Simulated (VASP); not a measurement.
# Zn in VASP: relaxation of the atoms with PBE

Aim: the relaxation of the atoms of Zn with PBE.

Everything below comes from runs of VASP 6.6.1. Logs are shortened: lines on timing, memory, paths and dates and some standing lists are left out, and cuts for length are marked.

### 1 The cell of the first run

The cell holds a slab with vacuum, 5 atoms: a = 2.779 Å, b = 2.779 Å, c = 27.075 Å, α = 90.00°, β = 90.00°, γ = 120.00°.

### 2 Relaxation of the atoms, PBE

The input, INCAR:

```
SYSTEM = Zn
  PREC = Accurate
  ENCUT = 520
  EDIFF = 1E-6
  ISMEAR = 0
  SIGMA = 0.1
  LREAL = .FALSE.
  LASPH = .TRUE.
  NELM = 60
  ALGO = Normal
  ISIF = 2
  LWAVE = .FALSE.
  LCHARG = .FALSE.
  LDIPOL = .TRUE.
  IDIPOL = 3
  DIPOL = 0.5 0.5 0.500
  GGA = PE
  IBRION = 2
  NSW = 60
  EDIFFG = -0.04
```

The input, KPOINTS:

```
Automatic mesh
0
G
  12 12 1
  0 0 0
```

The input, POSCAR:

```
Zn
1.0
    2.7786128700      0.0000000000      0.0000000000
   -1.3893064300      2.4063493300      0.0000000000
    0.0000000000      0.0000000000     27.0749114780
Zn
5
Selective dynamics
Direct
    0.6666666700      0.3333333300      0.3324110591  F F F
    0.3333333300      0.6666666700      0.4162055296  F F F
    0.0000000000      0.0000000000      0.5000000000  T T T
    0.6666666700      0.3333333300      0.5837944704  T T T
    0.3333333300      0.6666666700      0.6675889409  T T T
```

Potentials or basis: VASP PAW PBE potentials, release 64 (Zn).

Started as:

```
cat potpaw_PBE.64/Zn/POTCAR > POTCAR
mpirun -np 1 vasp_std > vasp.out
```

OUTCAR:

```text
SYSTEM = Zn
   PREC = Accurate
   ENCUT = 520
   EDIFF = 1E-6
   ISMEAR = 0
   LREAL = .FALSE.
   LASPH = .TRUE.
   NELM = 60
   ISIF = 2
   GGA = PE
   IBRION = 2
   NSW = 60
   EDIFFG = -0.04

 ion  position               nearest neighbor table
   1  0.667  0.333  0.332-   2 2.78   2 2.78   2 2.78
   2  0.333  0.667  0.416-   3 2.78   1 2.78   1 2.78   3 2.78   3 2.78   1 2.78
   3  0.000  0.000  0.500-   2 2.78   4 2.78   2 2.78   4 2.78   4 2.78   2 2.78
   4  0.667  0.333  0.584-   3 2.78   5 2.78   5 2.78   3 2.78   3 2.78   5 2.78
   5  0.333  0.667  0.668-   4 2.78   4 2.78   4 2.78

  LATTYP: Found a hexagonal cell.
 ALAT       =     2.7786128700
 C/A-ratio  =     9.7440387505

  Lattice vectors:

 A1 = (   2.7786128700,   0.0000000000,   0.0000000000)
 A2 = (  -1.3893064300,   2.4063493300,   0.0000000000)
 A3 = (   0.0000000000,   0.0000000000,  27.0749114780)

Analysis of symmetry for initial positions (statically):
=====================================================================
 Subroutine PRICEL returns:
 Original cell was already a primitive cell.

 Routine SETGRP: Setting up the symmetry group for a
 hexagonal supercell.

 Subroutine GETGRP returns: Found 12 space group operations
 (whereof 12 operations were pure point group operations)
 out of a pool of 24 trial point group operations.

The static configuration has the point symmetry D_3d.

Analysis of symmetry for dynamics (positions and initial velocities):
=====================================================================
 Subroutine PRICEL returns:
 Original cell was already a primitive cell.

 Routine SETGRP: Setting up the symmetry group for a
 hexagonal supercell.

 Subroutine GETGRP returns: Found 12 space group operations
 (whereof 12 operations were pure point group operations)
 out of a pool of 24 trial point group operations.

The dynamic configuration has the point symmetry D_3d.

Analysis of constrained symmetry for selective dynamics:
=====================================================================
 Subroutine PRICEL returns:
 Original cell was already a primitive cell.

 Routine SETGRP: Setting up the symmetry group for a
 hexagonal supercell.

 Subroutine GETGRP returns: Found  6 space group operations
 (whereof  6 operations were pure point group operations)
 out of a pool of 24 trial point group operations.

The constrained configuration has the point symmetry C_3v.

 Subroutine INISYM returns: Found  6 space group operations
 (whereof  6 operations are pure point group operations),
 and found     1 'primitive' translations

----------------------------------------------------------------------------------------

                                     Primitive cell

  volume of cell :     181.0313

  direct lattice vectors                    reciprocal lattice vectors
     2.778612870  0.000000000  0.000000000     0.359891805  0.207783630  0.000000000
    -1.389306430  2.406349330  0.000000000     0.000000000  0.415567261  0.000000000
     0.000000000  0.000000000 27.074911478     0.000000000  0.000000000  0.036934562

  length of vectors
     2.778612870  2.778612865 27.074911478     0.415567260  0.415567261  0.036934562

  position of ions in fractional coordinates (direct lattice)
     0.666666670  0.333333330  0.332411059
     0.333333330  0.666666670  0.416205530
     0.000000000  0.000000000  0.500000000
     0.666666670  0.333333330  0.583794470
     0.333333330  0.666666670  0.667588941

  ion indices of the primitive-cell ions
   primitive index   ion index
                 1           1
                 2           2
                 3           3
                 4           4
                 5           5

----------------------------------------------------------------------------------------

 KPOINTS: Automatic mesh

Automatic generation of k-mesh.
 Grid dimensions read from file:
 generate k-points for:   12   12    1

 Generating k-lattice:

  Cartesian coordinates                     Fractional coordinates (reciprocal lattice)
     0.029990984  0.017315302  0.000000000     0.083333333  0.000000000  0.000000000
     0.000000000  0.034630605  0.000000000     0.000000000  0.083333333  0.000000000
     0.000000000  0.000000000  0.036934562     0.000000000  0.000000000  1.000000000

  Length of vectors
     0.034630605  0.034630605  0.036934562

  Shift w.r.t. Gamma in fractional coordinates (k-lattice)
     0.000000000  0.000000000  0.000000000

 Subroutine IBZKPT returns following result:
 ===========================================

 Found     19 irreducible k-points:

 Following reciprocal coordinates:
            Coordinates               Weight
  0.000000  0.000000  0.000000      1.000000
  0.083333  0.000000  0.000000      6.000000
  0.166667  0.000000  0.000000      6.000000
  0.250000  0.000000  0.000000      6.000000
  0.333333  0.000000  0.000000      6.000000
  0.416667  0.000000  0.000000      6.000000
[... 11 lines left out ...]
  0.333333  0.250000  0.000000     12.000000
  0.333333  0.333333  0.000000      2.000000
   k-points           NKPTS =     19   k-points in BZ     NKDIM =     19   number of bands    NBANDS=     36
   number of dos      NEDOS =    301   number of ions     NIONS =      5
   total plane-waves  NPLWV = 120960
   dimension x,y,z NGX =    24 NGY =   24 NGZ =  210
   dimension x,y,z NGXF=    48 NGYF=   48 NGZF=  420
   ions per type =               5
   NGX,Y,Z   is equivalent  to a cutoff of  14.36, 14.36, 12.89 a.u.
   NGXF,Y,Z  is equivalent  to a cutoff of  28.72, 28.72, 25.79 a.u.
 SYSTEM =  Zn
   PREC   = accura    normal or accurate (medium, high low for compatibility)
   ISTART =      0    job   : 0-new  1-cont  2-samecut
   ICHARG =      2    charge: 1-file 2-atom 10-const
   ISPIN  =      1    spin polarized calculation?
   LNONCOLLINEAR =      F non collinear calculations
   LSORBIT =      F    spin-orbit coupling
   LASPH  =      T    aspherical Exc in radial PAW
   ENCUT  =  520.0 eV  38.22 Ry    6.18 a.u.   5.17  5.17 50.34*2*pi/ulx,y,z
   NELM   =     60;   NELMIN=  2; NELMDL= -5     # of ELM steps
   EDIFF  = 0.1E-05   stopping-criterion for ELM
   LREAL  =      F    real-space projection
   EDIFFG = -.4E-01   stopping-criterion for IOM
   NSW    =     60    number of steps for IOM
   IBRION =      2    ionic relax: 0-MD 1-quasi-New 2-CG
   NFREE  =      1    steps in history (QN), initial steepest desc. (CG)
   ISIF   =      2    stress and relaxation
   ISYM   =      2    0-nonsym 1-usesym 2-fastsym
   POTIM  = 0.5000    time-step for ionic-motion
   TEBEG  =    0.0;   TEEND  =   0.0 temperature during run
   PSTRESS=    0.0 pullay stress
   NELECT =      60.0000    total number of electrons
   NUPDOWN=      -1.0000    fix difference up-down
   EMIN   =  10.00;   EMAX   =-10.00  energy-range for DOS
   EFERMI =   0.00;   METHOD = LEGACY
   ISMEAR =     0;   SIGMA  =   0.10  broadening in eV -4-tet -1-fermi 0-gaus
   EFERMI_NEDOS =   21; number of points for ismear=-14 and -15
   IALGO  =     38    algorithm
   IMIX   =      4    mixing-type and parameters
     AMIX     =   0.40;   BMIX     =  1.00
     AMIX_MAG =   1.60;   BMIX_MAG =  1.00
  volume/ion in A,a.u.               =      36.21       244.33
  Fermi-wavevector in a.u.,A,eV,Ry     =   1.132941  2.140948 17.463833  1.283556
  Thomas-Fermi vector in A             =   2.269643
   LORBIT       =      0    0 simple, 1 ext, 2 COOP (PROOUT), +10 PAW based schemes
   GGA     = PE    functional components
   LHFCALC =     F    Hartree Fock is set to
   AEXX    =    0.0000 exact exchange contribution
   IVDW    =     0    specifies the selected vdW correction
   LEPSILON=     F    determine dielectric tensor
   LRPA    =     F    only Hartree local field effects (RPA)
 conjugate gradient relaxation of ions
 non-spin polarized calculation
 Gauss-broadening in eV      SIGMA  =   0.10
  energy-cutoff  :      520.00
  volume of cell :      181.03
 maximum number of plane-waves:      4907
 NGX is ok and might be reduce to    24
   NGX = 11   NGY = 11   NGZ =101

--------------------------------------- Ionic step        1  -------------------------------------------

 number of electron      59.9999998 magnetization

 Free energy of the ion-electron system (eV)
  ---------------------------------------------------
  ext. energy  EPLUGINS =         0.00000000
  ---------------------------------------------------
  free energy    TOTEN  =        -5.03370517 eV

  energy without entropy =       -5.02609327  energy(sigma->0) =       -5.02989922

------------------------ aborting loop because EDIFF is reached ----------------------------------------

  FORCE on cell =-STRESS in cart. coord.  units (eV):
  Direction    XX          YY          ZZ          XY          YZ          ZX
  --------------------------------------------------------------------------------------
  -------------------------------------------------------------------------------------
  Total       -2.0501104     -2.0501104      1.1097830     -0.0000000      0.0000000      0.0000000
  in kB      -18.1440434    -18.1440433      9.8218861     -0.0000000      0.0000000      0.0000000
  external PRESSURE =      -8.8220669 kB  Pullay stress =       0.0000000 kB
[... 28 lines left out ...]
 number of electron      59.9999997 magnetization

------------------------ aborting loop because EDIFF is reached ----------------------------------------

 vacuum level on the upper side and lower side of the slab       (xc-potential included)        -0.008        -0.004

  FORCE on cell =-STRESS in cart. coord.  units (eV):
  Direction    XX          YY          ZZ          XY          YZ          ZX
  --------------------------------------------------------------------------------------
  -------------------------------------------------------------------------------------
  Total       -2.1235438     -2.1235438      0.9926262     -0.0000000     -0.0000000      0.0000000
  in kB      -18.7939490    -18.7939490      8.7850163     -0.0000000     -0.0000000      0.0000000
  external PRESSURE =      -9.6009606 kB  Pullay stress =       0.0000000 kB
[... 20 lines left out ...]
  FREE ENERGIE OF THE ION-ELECTRON SYSTEM (eV)
  ---------------------------------------------------
  free  energy   TOTEN  =        -5.0369776768 eV

  energy  without entropy=       -5.0292962883  energy(sigma->0) =       -5.03313698

 dipolmoment           0.000000      0.000000      0.001903 electrons x Angstroem

--------------------------------------- Ionic step        3  -------------------------------------------

 number of electron      59.9999991 magnetization

------------------------ aborting loop because EDIFF is reached ----------------------------------------
[... 112 lines left out ...]
--------------------------------------- Ionic step        6  -------------------------------------------

 number of electron      60.0000008 magnetization

 dipolmoment           0.000000      0.000000     -0.001632 electrons x Angstroem

 Free energy of the ion-electron system (eV)
  ---------------------------------------------------
  ext. energy  EPLUGINS =         0.00000000
  ---------------------------------------------------
  free energy    TOTEN  =        -5.04356327 eV

  energy without entropy =       -5.03510452  energy(sigma->0) =       -5.03933389

 E-fermi :  -1.2980     XC(G=0):  -5.5069

 val. band max:       -1.3609116992   @ k =   0.4167   0.0833   0.0000
 cond. band min:      -1.2451620616   @ k =   0.3333   0.0833   0.0000
 fundamental gap:      0.1157496376
 Fermi energy:        -1.2979870200

 k-point     1 :       0.0000    0.0000    0.0000
  band No.  band energies     occupation
      1     -11.2421      2.00000
      2     -10.4419      2.00000
      3      -9.6158      2.00000
      4      -9.4034      2.00000
      5      -9.3340      2.00000
      6      -8.7642      2.00000
[... 730 lines left out ...]
     35       1.6312      0.00000
     36       2.0896      0.00000

------------------------ aborting loop because EDIFF is reached ----------------------------------------

 vacuum level on the upper side and lower side of the slab       (xc-potential included)        -0.029         0.014

  FORCE on cell =-STRESS in cart. coord.  units (eV):
  Direction    XX          YY          ZZ          XY          YZ          ZX
  --------------------------------------------------------------------------------------
  -------------------------------------------------------------------------------------
  Total       -2.2121754     -2.2121754      0.7598857     -0.0000000      0.0000000      0.0000000
  in kB      -19.5783633    -19.5783633      6.7251982     -0.0000000      0.0000000      0.0000000
  external PRESSURE =     -10.8105095 kB  Pullay stress =       0.0000000 kB
[... 20 lines left out ...]
  FREE ENERGIE OF THE ION-ELECTRON SYSTEM (eV)
  ---------------------------------------------------
  free  energy   TOTEN  =        -5.0435632720 eV

  energy  without entropy=       -5.0351045153  energy(sigma->0) =       -5.03933389

 reached required accuracy - stopping structural energy minimisation

 vacuum level on the upper side and lower side of the slab         3.053         3.097
```

Wall time 5.8 min (1 thread of Intel Xeon Platinum 8488C (Sapphire Rapids), shared host); peak memory 0.37 GiB.

What came out:

| Quantity | Value |
| --- | --- |
| Free energy | -5.0436 eV |
| Energy gained by relaxing | 2.0 meV/atom |
| Ionic steps | 6 |
| Band gap on the k mesh | zero (bands 30 and 31 overlap by 2.96 eV) |

The path:
| step | energy change (eV) | largest force on free atoms (eV/Å) | pressure (GPa) |
| --- | --- | --- | --- |
| 1 | 0.0000 | 0.2084 | -0.88 |
| 2 | -0.0033 | 0.1665 | -0.96 |
| 3 | -0.0076 | 0.0779 | -1.03 |
| 4 | -0.0079 | 0.0947 | -1.03 |
| 5 | -0.0090 | 0.0623 | -1.06 |
| 6 | -0.0099 | 0.0390 | -1.08 |

Final structure:
```yaml
crystal:
  lattice:
    - [2.77861, 0.00000, 0.00000]
    - [-1.38931, 2.40635, 0.00000]
    - [0.00000, 0.00000, 27.07491]
  atoms:
    - { symbol: Zn, position: [0.66667, 0.33333, 0.33241] }
    - { symbol: Zn, position: [0.33333, 0.66667, 0.41621] }
    - { symbol: Zn, position: [0.00000, 0.00000, 0.49938] }
    - { symbol: Zn, position: [0.66667, 0.33333, 0.58251] }
    - { symbol: Zn, position: [0.33333, 0.66667, 0.66980] }
```

The gap in the log of VASP goes by the Fermi energy; the results here count the filled bands.